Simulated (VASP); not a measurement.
## Te: single point with r2SCAN

Te:

```
Te
1.0
     4.31076    2.48882    6.89478
    -4.31076    2.48882    6.89478
     0.00000   -4.97764    6.89478
Te
12
Direct
  0.07583 0.55791 0.07583
  0.07583 0.07583 0.55791
  0.55791 0.07583 0.07583
  0.92417 0.44209 0.92417
  0.44209 0.92417 0.92417
  0.92417 0.92417 0.44209
  0.28203 0.65103 0.28203
  0.28203 0.28203 0.65103
  0.65103 0.28203 0.28203
  0.71797 0.34897 0.71797
  0.34897 0.71797 0.71797
  0.71797 0.71797 0.34897
```

| Item | Value |
| --- | --- |
| Program | VASP 6.6.1 |
| Task | single point |
| Functional | r2SCAN |
| Potentials or basis | VASP PAW PBE potentials, release 64 (Te) |
| Cutoff | 520 eV |
| k mesh | 3 × 3 × 3 |
| Occupations | gaussian, width 0.1 eV |
| Spin | no spin polarisation |

```
Pressure               : 0.1 GPa
Largest force          : 0.035 eV/Å
Band gap on the k mesh : zero (bands 36 and 37 overlap by 1.03 eV)
```

Forces in eV/Å, atoms in the order of the input:
```
Te   0.025 -0.015  0.019
Te   0.000  0.029  0.019
Te  -0.025 -0.015  0.019
Te  -0.025  0.015 -0.019
Te   0.025  0.015 -0.019
Te   0.000 -0.029 -0.019
Te  -0.013  0.008  0.030
Te   0.000 -0.015  0.030
Te   0.013  0.008  0.030
Te   0.013 -0.008 -0.030
Te  -0.013 -0.008 -0.030
Te   0.000  0.015 -0.030
```

Stress tensor (GPa, compression positive):
```
 0.15  0.00  0.00
 0.00  0.15  0.00
 0.00  0.00 -0.03
```

Levels at points of the mesh, in eV from the Fermi level:
| k point | band 32 | band 33 | band 34 | band 35 | band 36 | band 37 | band 38 | band 39 | band 40 | band 41 |
| --- | --- | --- | --- | --- | --- | --- | --- | --- | --- | --- |
| (0.00, 0.00, 0.00) | -1.54 | -1.16 | -1.16 | -0.87 | -0.87 | -0.74 | -0.24 | -0.24 | 0.86 | 1.47 |

Wall time 6.1 min on 1 thread of Intel(R) Xeon(R) 6975P-C (Granite Rapids) (shared host), peak memory 0.66 GiB.

Caveat: the PAW data sets were made with another functional, which shifts forces and pressure a little; spin-orbit coupling is left out, which moves the levels of the heavy elements.
